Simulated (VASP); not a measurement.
# Ag4O in VASP: notebook

Ag4O is run at these levels: PBEsol; tasks: single point.

All numbers are computed with VASP 6.6.1; they aren't measurements. Logs are shortened: lines on timing, memory, paths and dates and some standing lists are left out, and cuts for length are marked.

## 1. The cell of the first run

The cell holds a slab with vacuum, 5 atoms: a = 2.867 Å, b = 2.867 Å, c = 25.082 Å, α = 90.00°, β = 90.00°, γ = 90.00°.

## 2. Single point, PBEsol

INCAR reads:

```
SYSTEM = Ag4O
PREC     = Accurate       ! precision mode
ENCUT    = 520            ! plane-wave cutoff, eV
EDIFF    = 1E-6           ! SCF threshold, eV
ISMEAR   = 0              ! smearing method
SIGMA    = 0.1            ! smearing width, eV
LREAL    = .False.        ! projectors in reciprocal space
LASPH    = .True.         ! aspherical terms in the spheres
NELM     = 60             ! most SCF steps
ALGO     = Fast           ! electronic algorithm
ISIF     = 2              ! what is computed and relaxed
LWAVE    = .False.        ! write WAVECAR
LCHARG   = .False.        ! write CHGCAR
LDIPOL   = .True.       
IDIPOL   = 3            
DIPOL    = 0.5 0.5 0.497
GGA      = PS             ! functional
NBANDS   = 33             ! bands
```

KPOINTS reads:

```
regular mesh
0
Gamma
  10 10 1
  0 0 0
```

POSCAR reads:

```
Ag4O
1.0
    2.8669036825      0.0000000000      0.0000000000
    0.0000000000      2.8669036825      0.0000000000
    0.0000000000      0.0000000000     25.0816211046
Ag O
4 1
Direct
    0.5000000000      0.5000000000      0.3388935654
    0.0000000000      0.0000000000      0.4197179677
    0.5000000000      0.5000000000      0.5008162760
    0.0000000000      0.0000000000      0.5799214924
    0.3333333333      0.3333333333      0.6446177509
```

Potentials or basis: VASP PAW PBE potentials, release 64 (Ag, O).

The run is started by

```console
> cat potpaw_PBE.64/Ag/POTCAR potpaw_PBE.64/O/POTCAR > POTCAR
> mpirun -np 1 vasp_std > vasp.out
```

OUTCAR:

```text
SYSTEM = Ag4O
   PREC = Accurate
   ENCUT = 520
   EDIFF = 1E-6
   ISMEAR = 0
   LREAL = .False.
   LASPH = .True.
   NELM = 60
   ISIF = 2
   GGA = PS

 ion  position               nearest neighbor table
   1  0.500  0.500  0.339-   2 2.87   2 2.87   2 2.87   2 2.87
   2  0.000  0.000  0.420-   1 2.87   1 2.87   1 2.87   1 2.87   3 2.87   3 2.87   3 2.87   3 2.87

   3  0.500  0.500  0.501-   4 2.84   4 2.84   4 2.84   4 2.84   2 2.87   2 2.87   2 2.87   2 2.87

   4  0.000  0.000  0.580-   5 2.11   5 2.68   5 2.68   3 2.84   3 2.84   3 2.84   3 2.84
   5  0.333  0.333  0.645-   4 2.11   4 2.68   4 2.68

  LATTYP: Found a simple tetragonal cell.
 ALAT       =     2.8669036825
 C/A-ratio  =     8.7486793706

  Lattice vectors:

 A1 = (   2.8669036825,   0.0000000000,   0.0000000000)
 A2 = (   0.0000000000,   2.8669036825,   0.0000000000)
 A3 = (   0.0000000000,   0.0000000000,  25.0816211046)

Analysis of symmetry for initial positions (statically):
=====================================================================
 Subroutine PRICEL returns:
 Original cell was already a primitive cell.

 Routine SETGRP: Setting up the symmetry group for a
 simple tetragonal supercell.

 Subroutine GETGRP returns: Found  2 space group operations
 (whereof  2 operations were pure point group operations)
 out of a pool of 16 trial point group operations.

The static configuration has the point symmetry C_1h.

Analysis of symmetry for dynamics (positions and initial velocities):
=====================================================================
 Subroutine PRICEL returns:
 Original cell was already a primitive cell.

 Routine SETGRP: Setting up the symmetry group for a
 simple tetragonal supercell.

 Subroutine GETGRP returns: Found  2 space group operations
 (whereof  2 operations were pure point group operations)
 out of a pool of 16 trial point group operations.

The dynamic configuration has the point symmetry C_1h.

 Subroutine INISYM returns: Found  2 space group operations
 (whereof  2 operations are pure point group operations),
 and found     1 'primitive' translations

----------------------------------------------------------------------------------------

                                     Primitive cell

  volume of cell :     206.1493

  direct lattice vectors                    reciprocal lattice vectors
     2.866903682  0.000000000  0.000000000     0.348808370  0.000000000  0.000000000
     0.000000000  2.866903682  0.000000000     0.000000000  0.348808370  0.000000000
     0.000000000  0.000000000 25.081621105     0.000000000  0.000000000  0.039869831

  length of vectors
     2.866903682  2.866903682 25.081621105     0.348808370  0.348808370  0.039869831

  position of ions in fractional coordinates (direct lattice)
     0.500000000  0.500000000  0.338893565
     0.000000000  0.000000000  0.419717968
     0.500000000  0.500000000  0.500816276
     0.000000000  0.000000000  0.579921492
     0.333333333  0.333333333  0.644617751

  ion indices of the primitive-cell ions
   primitive index   ion index
                 1           1
                 2           2
                 3           3
                 4           4
                 5           5

----------------------------------------------------------------------------------------

 KPOINTS: regular mesh

Automatic generation of k-mesh.
 Grid dimensions read from file:
 generate k-points for:   10   10    1

 Generating k-lattice:

  Cartesian coordinates                     Fractional coordinates (reciprocal lattice)
     0.034880837  0.000000000  0.000000000     0.100000000  0.000000000  0.000000000
     0.000000000  0.034880837  0.000000000     0.000000000  0.100000000  0.000000000
     0.000000000  0.000000000  0.039869831     0.000000000  0.000000000  1.000000000

  Length of vectors
     0.034880837  0.034880837  0.039869831

  Shift w.r.t. Gamma in fractional coordinates (k-lattice)
     0.000000000  0.000000000  0.000000000

 Subroutine IBZKPT returns following result:
 ===========================================

 Found     31 irreducible k-points:

 Following reciprocal coordinates:
            Coordinates               Weight
  0.000000  0.000000  0.000000      1.000000
  0.100000  0.000000  0.000000      4.000000
  0.200000  0.000000  0.000000      4.000000
  0.300000  0.000000  0.000000      4.000000
  0.400000  0.000000  0.000000      4.000000
  0.500000  0.000000  0.000000      2.000000
[... 16 lines left out ...]
  0.300000  0.300000  0.000000      2.000000
 -0.300000  0.300000  0.000000      2.000000
 [... further k-points ...]
   k-points           NKPTS =     31   k-points in BZ     NKDIM =     31   number of bands    NBANDS=     33
   number of dos      NEDOS =    301   number of ions     NIONS =      5
   total plane-waves  NPLWV = 110592
   dimension x,y,z NGX =    24 NGY =   24 NGZ =  192
   dimension x,y,z NGXF=    48 NGYF=   48 NGZF=  384
   ions per type =               4   1
   NGX,Y,Z   is equivalent  to a cutoff of  13.92, 13.92, 12.73 a.u.
   NGXF,Y,Z  is equivalent  to a cutoff of  27.83, 27.83, 25.45 a.u.
 SYSTEM =  Ag4O
   PREC   = accura    normal or accurate (medium, high low for compatibility)
   ISTART =      0    job   : 0-new  1-cont  2-samecut
   ICHARG =      2    charge: 1-file 2-atom 10-const
   ISPIN  =      1    spin polarized calculation?
   LNONCOLLINEAR =      F non collinear calculations
   LSORBIT =      F    spin-orbit coupling
   LASPH  =      T    aspherical Exc in radial PAW
   ENCUT  =  520.0 eV  38.22 Ry    6.18 a.u.   5.33  5.33 46.64*2*pi/ulx,y,z
   NELM   =     60;   NELMIN=  2; NELMDL= -5     # of ELM steps
   EDIFF  = 0.1E-05   stopping-criterion for ELM
   LREAL  =      F    real-space projection
   EDIFFG = 0.1E-04   stopping-criterion for IOM
   NSW    =      0    number of steps for IOM
   IBRION =     -1    ionic relax: 0-MD 1-quasi-New 2-CG
   NFREE  =      0    steps in history (QN), initial steepest desc. (CG)
   ISIF   =      2    stress and relaxation
   ISYM   =      2    0-nonsym 1-usesym 2-fastsym
   POTIM  = 0.5000    time-step for ionic-motion
   TEBEG  =    0.0;   TEEND  =   0.0 temperature during run
   PSTRESS=    0.0 pullay stress
   NELECT =      50.0000    total number of electrons
   NUPDOWN=      -1.0000    fix difference up-down
   EMIN   =  10.00;   EMAX   =-10.00  energy-range for DOS
   EFERMI =   0.00;   METHOD = LEGACY
   ISMEAR =     0;   SIGMA  =   0.10  broadening in eV -4-tet -1-fermi 0-gaus
   EFERMI_NEDOS =   21; number of points for ismear=-14 and -15
   IALGO  =     68    algorithm
   IMIX   =      4    mixing-type and parameters
     AMIX     =   0.40;   BMIX     =  1.00
     AMIX_MAG =   1.60;   BMIX_MAG =  1.00
  volume/ion in A,a.u.               =      41.23       278.23
  Fermi-wavevector in a.u.,A,eV,Ry     =   1.020949  1.929315 14.181866  1.042338
  Thomas-Fermi vector in A             =   2.154547
   LORBIT       =      0    0 simple, 1 ext, 2 COOP (PROOUT), +10 PAW based schemes
   GGA     = PS    functional components
   LHFCALC =     F    Hartree Fock is set to
   AEXX    =    0.0000 exact exchange contribution
   IVDW    =     0    specifies the selected vdW correction
   LEPSILON=     F    determine dielectric tensor
   LRPA    =     F    only Hartree local field effects (RPA)
 non-spin polarized calculation
 RMM-DIIS sequential band-by-band and
 Gauss-broadening in eV      SIGMA  =   0.10
  energy-cutoff  :      520.00
  volume of cell :      206.15
 maximum number of plane-waves:      5593
 NGX is ok and might be reduce to    24
   NGX = 11   NGY = 11   NGZ = 93

 dipolmoment           0.000000      0.000000     -0.103494 electrons x Angstroem

 number of electron      49.9999987 magnetization

 dipolmoment           0.000000      0.000000      0.206400 electrons x Angstroem

 Free energy of the ion-electron system (eV)
  ---------------------------------------------------
  ext. energy  EPLUGINS =         0.00000000
  ---------------------------------------------------
  free energy    TOTEN  =       -15.84501883 eV

  energy without entropy =      -15.82138505  energy(sigma->0) =      -15.83320194

 E-fermi :  -1.6348     XC(G=0):  -5.1620

 val. band max:       -1.6537213718   @ k =   0.4000   0.3000   0.0000
 cond. band min:      -1.6336333383   @ k =   0.2000   0.0000   0.0000
 fundamental gap:      0.0200880334
 Fermi energy:        -1.6347608111

 k-point     1 :       0.0000    0.0000    0.0000
  band No.  band energies     occupation
      1     -17.9101      2.00000
      2      -8.9191      2.00000
      3      -7.8851      2.00000
      4      -7.7187      2.00000
      5      -7.4859      2.00000
      6      -7.1839      2.00000
[... 25 lines left out ...]
     32       7.1810      0.00000
     33       8.5447      0.00000

 k-point     2 :       0.1000    0.0000    0.0000
  band No.  band energies     occupation
      1     -17.8733      2.00000
      2      -8.7248      2.00000
      3      -7.7780      2.00000
      4      -7.6046      2.00000
      5      -7.3713      2.00000
      6      -7.1220      2.00000
[... 25 lines left out ...]
     32       7.3399      0.00000
     33       8.7116      0.00000

 k-point     3 :       0.2000    0.0000    0.0000
  band No.  band energies     occupation
      1     -17.7752      2.00000
      2      -8.2305      2.00000
      3      -7.6238      2.00000
      4      -7.2899      2.00000
      5      -7.1971      2.00000
      6      -7.0150      2.00000
[... 25 lines left out ...]
     32       7.8403      0.00000
     33       9.2419      0.00000

 k-point     4 :       0.3000    0.0000    0.0000
  band No.  band energies     occupation
      1     -17.6499      2.00000
      2      -7.7843      2.00000
      3      -7.5781      2.00000
      4      -7.2206      2.00000
      5      -6.9634      2.00000
      6      -6.7021      2.00000
[... 25 lines left out ...]
     32       5.5224      0.00000
     33       8.6636      0.00000

 k-point     5 :       0.4000    0.0000    0.0000
  band No.  band energies     occupation
      1     -17.5451      2.00000
      2      -7.6992      2.00000
      3      -7.6675      2.00000
      4      -7.0301      2.00000
      5      -6.9119      2.00000
      6      -6.5181      2.00000
[... 604 lines left out ...]
 k-point    22 :       0.5000    0.2000    0.0000
  band No.  band energies     occupation
      1     -17.3900      2.00000
      2      -7.4275      2.00000
      3      -7.3663      2.00000
      4      -7.0731      2.00000
      5      -7.0398      2.00000
      6      -6.7282      2.00000
[... 25 lines left out ...]
     32       6.0488      0.00000
     33      11.3125      0.00000

 k-point    23 :       0.3000    0.3000    0.0000
  band No.  band energies     occupation
      1     -17.4154      2.00000
      2      -7.2274      2.00000
      3      -7.1710      2.00000
      4      -7.1552      2.00000
      5      -7.0634      2.00000
      6      -6.6964      2.00000
[... 25 lines left out ...]
     32       6.2685      0.00000
     33      10.1470      0.00000

 k-point    24 :      -0.3000    0.3000    0.0000
  band No.  band energies     occupation
      1     -17.4150      2.00000
      2      -7.2252      2.00000
      3      -7.1771      2.00000
      4      -7.1538      2.00000
      5      -7.0613      2.00000
      6      -6.6884      2.00000
[... 25 lines left out ...]
     32       6.2717      0.00000
     33      10.1452      0.00000

 [... further k-points ...]

------------------------ aborting loop because EDIFF is reached ----------------------------------------

 vacuum level on the upper side and lower side of the slab       (xc-potential included)         2.216        -2.233

  FORCE on cell =-STRESS in cart. coord.  units (eV):
  Direction    XX          YY          ZZ          XY          YZ          ZX
  --------------------------------------------------------------------------------------
  -------------------------------------------------------------------------------------
  Total       -2.2028125     -2.2028125     -2.7433554      0.5121852      0.1920329      0.1920332
  in kB      -17.1201004    -17.1201004    -21.3211609      3.9806667      1.4924662      1.4924682
  external PRESSURE =     -18.5204539 kB  Pullay stress =       0.0000000 kB

 VOLUME and BASIS-vectors are now :
 -----------------------------------------------------------------------------
  energy-cutoff  :      520.00
  volume of cell :      206.15
      direct lattice vectors                 reciprocal lattice vectors
     2.866903682  0.000000000  0.000000000     0.348808370  0.000000000  0.000000000
     0.000000000  2.866903682  0.000000000     0.000000000  0.348808370  0.000000000
     0.000000000  0.000000000 25.081621105     0.000000000  0.000000000  0.039869831

 POSITION                                       TOTAL-FORCE (eV/Angst)
 -----------------------------------------------------------------------------------
      1.43345      1.43345      8.50000        -0.000585     -0.000585      0.147561
      0.00000      0.00000     10.52721        -0.000923     -0.000923     -0.084774
      1.43345      1.43345     12.56128         0.013467      0.013467     -0.064628
      0.00000      0.00000     14.54537        -0.142005     -0.142005      1.400054
      0.95563      0.95563     16.16806         0.130046      0.130046     -1.398214
 -----------------------------------------------------------------------------------
    total drift:                                0.000185      0.000185     -0.000960

  FREE ENERGIE OF THE ION-ELECTRON SYSTEM (eV)
  ---------------------------------------------------
  free  energy   TOTEN  =       -15.8450188350 eV

  energy  without entropy=      -15.8213850537  energy(sigma->0) =      -15.83320194

 vacuum level on the upper side and lower side of the slab         7.351         2.806
```

Run time: 11 min. Hardware: 1 thread of Oxide Virtual Turin-like, shared host; peak memory 0.38 GiB.

Results:

```
Free energy            : -15.8450 eV
Largest force          : 1.414 eV/Å
Band gap on the k mesh : zero (bands 25 and 26 overlap by 3.02 eV)
```

Forces in eV/Å, atoms in the order of the input:
```
Ag  -0.001 -0.001  0.148
Ag  -0.001 -0.001 -0.085
Ag   0.013  0.013 -0.065
Ag  -0.142 -0.142  1.400
O    0.130  0.130 -1.398
```

Levels at points of the mesh, in eV from the Fermi level:
| k point | band 22 | band 23 | band 24 | band 25 | band 26 | band 27 | band 28 | band 29 |
| --- | --- | --- | --- | --- | --- | --- | --- | --- |
| (0.00, 0.00, 0.00) | -2.54 | -2.46 | -2.24 | -0.77 | 0.10 | 0.25 | 0.94 | 4.46 |
| (0.50, 0.00, 0.00) | -1.68 | -1.03 | -0.33 | -0.19 | 0.21 | 0.31 | 2.42 | 3.19 |
| (0.50, 0.50, 0.00) | -1.10 | -0.91 | -0.08 | 2.79 | 2.83 | 5.10 | 5.11 | 7.11 |

Caveat: the PAW data sets were made with another functional, which shifts forces and pressure a little.

## 3. Single point, PBEsol

INCAR reads:

```
ALGO = Fast ; DIPOL = 0.5 0.5 0.492
EDIFF = 1E-6 ; ENCUT = 520
GGA = PS ; IDIPOL = 3
ISIF = 2 ; ISMEAR = 0
LASPH = True ; LCHARG = False
LDIPOL = True ; LREAL = False
LWAVE = False ; NBANDS = 33
NELM = 60 ; PREC = Accurate
SIGMA = 0.1
```

KPOINTS reads:

```
k-points
0
Gamma
  10 10 1
```

POSCAR: that of step 2 with these lines changed.

```diff
@@ -12,2 +12,2 @@
     0.0000000000      0.0000000000      0.5799214924
-    0.3333333333      0.3333333333      0.6446177509
+    0.3333333333      0.3333333333      0.6206958521
```

Potentials or basis: VASP PAW PBE potentials, release 64 (Ag, O).

The run is started by

```console
> cat potpaw_PBE.64/Ag/POTCAR potpaw_PBE.64/O/POTCAR > POTCAR
> mpirun -np 1 vasp_std > vasp.out
```

It took 13 min on 1 thread of Oxide Virtual Turin-like, shared host; peak memory 0.38 GiB.

Results (log left out):

```
Free energy            : -15.5342 eV
Largest force          : 8.071 eV/Å
Band gap on the k mesh : zero (bands 25 and 26 overlap by 3.17 eV)
```

Forces on the atoms (eV/Å):
```
Ag  -0.001 -0.001  0.153
Ag  -0.008 -0.008 -0.120
Ag   0.012  0.012 -0.321
Ag  -4.868 -4.868 -3.930
O    4.866  4.866  4.217
```

Levels at points of the mesh, in eV from the Fermi level:
```
           k point  band 21  band 22  band 23  band 24  band 25  band 26  band 27  band 28  band 29  band 30
(0.00, 0.00, 0.00)    -2.91    -2.88    -2.85    -2.29    -0.53    -0.28     0.37     1.10     4.38     5.49
(0.50, 0.00, 0.00)    -2.99    -2.27    -1.60    -0.44    -0.38    -0.03     0.17     2.84     3.58     5.20
(0.50, 0.50, 0.00)    -2.40    -1.73    -1.24    -0.30     2.84     2.87     5.14     5.32     6.96     7.04
```

Caveat: the PAW data sets were made with another functional, which shifts forces and pressure a little.

[end of part 1 of 2]

The gap in the log of VASP goes by the Fermi energy; the results here count the filled bands.